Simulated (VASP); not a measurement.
# Ga (Cmce) in VASP: notebook, part 2 of 2

VASP 6.6.1. Earlier steps stand in the parts before.

**3. Relaxation of cell and atoms, PBE**

This run uses another cell than the first one, of 19.59 Å³/atom.

INCAR reads:

```
PREC = Accurate
ENCUT = 600
EDIFF = 1E-6
ISMEAR = 0
SIGMA = 0.1
LREAL = False
LASPH = True
NELM = 80
ALGO = Fast
ISIF = 3
LWAVE = False
LCHARG = False
GGA = PE
IBRION = 2
NSW = 100
EDIFFG = -0.005
```

KPOINTS reads:

```
regular mesh
0
Gamma
  12 12 10
```

POSCAR reads:

```
Ga
1.0
    2.2615000000     -3.8305000000      0.0000000000
    2.2615000000      3.8305000000      0.0000000000
    0.0000000000      0.0000000000      4.5240000000
Ga
4
Direct
    0.8451000000      0.1549000000      0.0810000000
    0.6549000000      0.3451000000      0.5810000000
    0.1549000000      0.8451000000      0.9190000000
    0.3451000000      0.6549000000      0.4190000000
```

Potentials or basis: VASP PAW PBE potentials, release 64 (Ga_d).

The run is started by

```
> cat potpaw_PBE.64/Ga_d/POTCAR > POTCAR
> mpirun -np 1 vasp_std > vasp.out
```

OUTCAR:

```text
PREC = Accurate
   ENCUT = 600
   EDIFF = 1E-6
   ISMEAR = 0
   LREAL = False
   LASPH = True
   NELM = 80
   ISIF = 3
   GGA = PE
   IBRION = 2
   NSW = 100
   EDIFFG = -0.005

 ion  position               nearest neighbor table
   1  0.845  0.155  0.081-   3 2.48   2 2.69   2 2.69   4 2.73   4 2.73   3 2.79   3 2.79
   2  0.655  0.345  0.581-   4 2.48   1 2.69   1 2.69   3 2.73   3 2.73   4 2.79   4 2.79
   3  0.155  0.845  0.919-   1 2.48   4 2.69   4 2.69   2 2.73   2 2.73   1 2.79   1 2.79
   4  0.345  0.655  0.419-   2 2.48   3 2.69   3 2.69   1 2.73   1 2.73   2 2.79   2 2.79

  LATTYP: Found a base centered orthorhombic cell.
 ALAT       =     4.5230000000
 B/A-ratio  =     1.6937873093
 C/A-ratio  =     1.0002210922

  Lattice vectors:

 A1 = (   2.2615000000,  -3.8305000000,   0.0000000000)
 A2 = (   2.2615000000,   3.8305000000,   0.0000000000)
 A3 = (   0.0000000000,   0.0000000000,   4.5240000000)

Analysis of symmetry for initial positions (statically):
=====================================================================
 Subroutine PRICEL returns:
 Original cell was already a primitive cell.

 Routine SETGRP: Setting up the symmetry group for a
 base centered orthorhombic supercell.

 Subroutine GETGRP returns: Found  8 space group operations
 (whereof  4 operations were pure point group operations)
 out of a pool of  8 trial point group operations.

The static configuration has the point symmetry C_2h.
 The point group associated with its full space group is D_2h.

Analysis of symmetry for dynamics (positions and initial velocities):
=====================================================================
 Subroutine PRICEL returns:
 Original cell was already a primitive cell.

 Routine SETGRP: Setting up the symmetry group for a
 base centered orthorhombic supercell.

 Subroutine GETGRP returns: Found  8 space group operations
 (whereof  4 operations were pure point group operations)
 out of a pool of  8 trial point group operations.

The dynamic configuration has the point symmetry C_2h.
 The point group associated with its full space group is D_2h.

 Subroutine INISYM returns: Found  8 space group operations
 (whereof  4 operations are pure point group operations),
 and found     1 'primitive' translations

----------------------------------------------------------------------------------------

                                     Primitive cell

  volume of cell :      78.3799

  direct lattice vectors                    reciprocal lattice vectors
     2.261500000 -3.830500000  0.000000000     0.221092195 -0.130531262  0.000000000
     2.261500000  3.830500000  0.000000000     0.221092195  0.130531262  0.000000000
     0.000000000  0.000000000  4.524000000     0.000000000  0.000000000  0.221043324

  length of vectors
     4.448270731  4.448270731  4.524000000     0.256749234  0.256749234  0.221043324

  position of ions in fractional coordinates (direct lattice)
     0.845100000  0.154900000  0.081000000
     0.654900000  0.345100000  0.581000000
     0.154900000  0.845100000  0.919000000
     0.345100000  0.654900000  0.419000000

  ion indices of the primitive-cell ions
   primitive index   ion index
                 1           1
                 2           2
                 3           3
                 4           4

[... 66 lines left out ...]
   LNONCOLLINEAR =      F non collinear calculations
   LSORBIT =      F    spin-orbit coupling
   LASPH  =      T    aspherical Exc in radial PAW
   ENCUT  =  600.0 eV  44.10 Ry    6.64 a.u.   8.88  8.88  9.04*2*pi/ulx,y,z
   NELM   =     80;   NELMIN=  2; NELMDL= -5     # of ELM steps
   EDIFF  = 0.1E-05   stopping-criterion for ELM
   LREAL  =      F    real-space projection
   EDIFFG = -.5E-02   stopping-criterion for IOM
   NSW    =    100    number of steps for IOM
   IBRION =      2    ionic relax: 0-MD 1-quasi-New 2-CG
   NFREE  =      1    steps in history (QN), initial steepest desc. (CG)
   ISIF   =      3    stress and relaxation
   ISYM   =      2    0-nonsym 1-usesym 2-fastsym
   POTIM  = 0.5000    time-step for ionic-motion
   TEBEG  =    0.0;   TEEND  =   0.0 temperature during run
   PSTRESS=    0.0 pullay stress
   NELECT =      52.0000    total number of electrons
   NUPDOWN=      -1.0000    fix difference up-down
   EMIN   =  10.00;   EMAX   =-10.00  energy-range for DOS
   EFERMI =   0.00;   METHOD = LEGACY
   ISMEAR =     0;   SIGMA  =   0.10  broadening in eV -4-tet -1-fermi 0-gaus
   EFERMI_NEDOS =   21; number of points for ismear=-14 and -15
   IALGO  =     68    algorithm
   IMIX   =      4    mixing-type and parameters
     AMIX     =   0.40;   BMIX     =  1.00
     AMIX_MAG =   1.60;   BMIX_MAG =  1.00
  volume/ion in A,a.u.               =      19.59       132.23
  Fermi-wavevector in a.u.,A,eV,Ry     =   1.427823  2.698194 27.737908  2.038679
  Thomas-Fermi vector in A             =   2.547951
   LORBIT       =      0    0 simple, 1 ext, 2 COOP (PROOUT), +10 PAW based schemes
   GGA     = PE    functional components
   LHFCALC =     F    Hartree Fock is set to
   AEXX    =    0.0000 exact exchange contribution
   IVDW    =     0    specifies the selected vdW correction
   LEPSILON=     F    determine dielectric tensor
   LRPA    =     F    only Hartree local field effects (RPA)
 conjugate gradient relaxation of ions
 non-spin polarized calculation
 RMM-DIIS sequential band-by-band and
 Gauss-broadening in eV      SIGMA  =   0.10
  energy-cutoff  :      600.00
  volume of cell :       78.38
 maximum number of plane-waves:      2648
   NGX = 17   NGY = 17   NGZ = 19

--------------------------------------- Ionic step        1  -------------------------------------------

 number of electron      52.0000010 magnetization

 Free energy of the ion-electron system (eV)
  ---------------------------------------------------
  ext. energy  EPLUGINS =         0.00000000
  ---------------------------------------------------
  free energy    TOTEN  =       -11.61287013 eV

  energy without entropy =      -11.60877759  energy(sigma->0) =      -11.61082386

------------------------ aborting loop because EDIFF is reached ----------------------------------------

  FORCE on cell =-STRESS in cart. coord.  units (eV):
  Direction    XX          YY          ZZ          XY          YZ          ZX
  --------------------------------------------------------------------------------------
  -------------------------------------------------------------------------------------
  Total        0.8049263      1.2583614      0.9353698      0.0000000     -0.0000000      0.0000000
  in kB       16.4536425     25.7223899     19.1200612      0.0000000     -0.0000000      0.0000000
  external PRESSURE =      20.4320312 kB  Pullay stress =       0.0000000 kB
[... 95 lines left out ...]
  FREE ENERGIE OF THE ION-ELECTRON SYSTEM (eV)
  ---------------------------------------------------
  free  energy   TOTEN  =       -11.6326116835 eV

  energy  without entropy=      -11.6281763340  energy(sigma->0) =      -11.63039401

[... ionic steps 4 to 12 ...]

--------------------------------------- Ionic step       13  -------------------------------------------

 number of electron      52.0000008 magnetization

------------------------ aborting loop because EDIFF is reached ----------------------------------------
[... 71 lines left out ...]
--------------------------------------- Ionic step       15  -------------------------------------------

 number of electron      52.0000010 magnetization

 Free energy of the ion-electron system (eV)
  ---------------------------------------------------
  ext. energy  EPLUGINS =         0.00000000
  ---------------------------------------------------
  free energy    TOTEN  =       -11.63344243 eV

  energy without entropy =      -11.62894253  energy(sigma->0) =      -11.63119248

 E-fermi :   4.6795     XC(G=0): -10.4639

 val. band max:        4.6785780566   @ k =  -0.2500   0.2500   0.3000
 cond. band min:       4.6910557599   @ k =   0.0833  -0.0000   0.4000
 fundamental gap:      0.0124777033
 Fermi energy:         4.6795227745

 k-point     1 :       0.0000    0.0000    0.0000
  band No.  band energies     occupation
      1     -10.3879      2.00000
      2     -10.3795      2.00000
      3     -10.3497      2.00000
      4     -10.3350      2.00000
      5     -10.3183      2.00000
      6     -10.2968      2.00000
[... 805 lines left out ...]
     30       7.9862      0.00000
     31       8.8641      0.00000

 [... further k-points ...]

------------------------ aborting loop because EDIFF is reached ----------------------------------------

  FORCE on cell =-STRESS in cart. coord.  units (eV):
  Direction    XX          YY          ZZ          XY          YZ          ZX
  --------------------------------------------------------------------------------------
  -------------------------------------------------------------------------------------
  Total        0.0058684     -0.0043216      0.0033096      0.0000000      0.0000000      0.0000000
  in kB        0.1155960     -0.0851271      0.0651927      0.0000000      0.0000000      0.0000000
  external PRESSURE =       0.0318872 kB  Pullay stress =       0.0000000 kB
[... 19 lines left out ...]
  FREE ENERGIE OF THE ION-ELECTRON SYSTEM (eV)
  ---------------------------------------------------
  free  energy   TOTEN  =       -11.6334424280 eV

  energy  without entropy=      -11.6289425341  energy(sigma->0) =      -11.63119248

 reached required accuracy - stopping structural energy minimisation
```

OSZICAR:

```text
N       E                     dE             d eps       ncg     rms          rms(c)
DAV:   1     0.371505821361E+03    0.37151E+03   -0.28373E+04 16169   0.344E+03
DAV:   2     0.316994529169E+02   -0.33981E+03   -0.33430E+03 16388   0.602E+02
DAV:   3    -0.104155949719E+02   -0.42115E+02   -0.41710E+02 18208   0.161E+02
DAV:   4    -0.116791856821E+02   -0.12636E+01   -0.12539E+01 17904   0.316E+01
[... 117 lines left out ...]
RMM:   2    -0.116336854289E+02    0.97659E-03   -0.24895E-03 17695   0.558E-01    0.924E-02
RMM:   3    -0.116334624614E+02    0.22297E-03   -0.44053E-04 16806   0.220E-01    0.214E-02
RMM:   4    -0.116334415090E+02    0.20952E-04   -0.11315E-04 23037   0.898E-02    0.137E-03
RMM:   5    -0.116334423600E+02   -0.85093E-06   -0.11973E-05 16924   0.274E-02    0.107E-03
RMM:   6    -0.116334424280E+02   -0.67990E-07   -0.18371E-06  9510   0.157E-02
  15 F= -.11633442E+02 E0= -.11631192E+02  d E =-.477477E-04
```

It took 1.7 h on 1 thread of Oxide Virtual Turin-like, shared host; peak memory 0.6 GiB.

Results:

```
Free energy                           : -11.6334 eV
Relaxed volume                        : 20.33 Å³/atom
Relaxed cell                          : a = 4.498 Å, b = 4.498 Å, c = 4.591 Å, α = 90.00°, β = 90.00°, γ = 118.88°
Space group after relaxing (to 0.1 Å) : Cmce (No. 64)
Energy gained by relaxing             : 5.1 meV/atom
Ionic steps                           : 15
Pressure after relaxing               : 0.0 GPa
Largest force after relaxing          : 0.005 eV/Å
Band gap on the k mesh                : zero (bands 26 and 27 overlap by 1.34 eV)
```

Forces on the atoms (eV/Å):
```
Ga   0.000 -0.005  0.000
Ga   0.000  0.005  0.000
Ga   0.000  0.005  0.000
Ga   0.000 -0.005  0.000
```

The path:
```csv
step,energy change (eV),largest force (eV/Å),pressure (GPa),volume (Å³)
1,0.0000,0.1371,2.04,78.38
2,-0.0198,0.0256,0.11,81.25
3,-0.0197,0.0167,-0.08,81.47
4,-0.0198,0.0282,-0.02,81.37
5,-0.0203,0.0170,-0.05,81.41
6,-0.0205,0.0132,-0.06,81.46
7,-0.0205,0.0127,-0.13,81.46
8,-0.0205,0.0044,-0.07,81.24
9,-0.0204,0.0127,0.48,81.10
10,-0.0205,0.0063,-0.18,81.23
11,-0.0205,0.0088,0.23,81.16
12,-0.0205,0.0055,0.05,81.20
13,-0.0205,0.0053,0.04,81.21
14,-0.0205,0.0061,0.06,81.22
15,-0.0206,0.0049,0.00,81.34
```

Final structure:
```yaml
crystal:
  lattice:
    - [2.28712, -3.87349, 0.00000]
    - [2.28712, 3.87349, 0.00000]
    - [0.00000, 0.00000, 4.59056]
  atoms:
    - { symbol: Ga, position: [0.84364, 0.15636, 0.08169] }
    - { symbol: Ga, position: [0.65636, 0.34364, 0.58169] }
    - { symbol: Ga, position: [0.15636, 0.84364, 0.91831] }
    - { symbol: Ga, position: [0.34364, 0.65636, 0.41831] }
```

Levels at points of the mesh, in eV from the Fermi level:
| k point | band 24 | band 25 | band 26 | band 27 | band 28 | band 29 |
| --- | --- | --- | --- | --- | --- | --- |
| (0.00, 0.00, 0.00) | -1.82 | -1.61 | -0.62 | 0.90 | 0.96 | 1.18 |
| (0.50, 0.00, 0.00) | -3.38 | -1.26 | -1.26 | 0.73 | 0.73 | 4.01 |
| (0.50, 0.50, 0.00) | -3.09 | -1.79 | -1.45 | 1.14 | 1.29 | 3.17 |
| (0.00, 0.00, 0.50) | -0.32 | 0.06 | 0.06 | 0.11 | 0.11 | 2.05 |
| (0.50, 0.00, 0.50) | -6.07 | -1.41 | -1.41 | 0.55 | 0.55 | 6.95 |
| (0.50, 0.50, 0.50) | -5.20 | -1.15 | -1.15 | -0.89 | -0.89 | 6.43 |
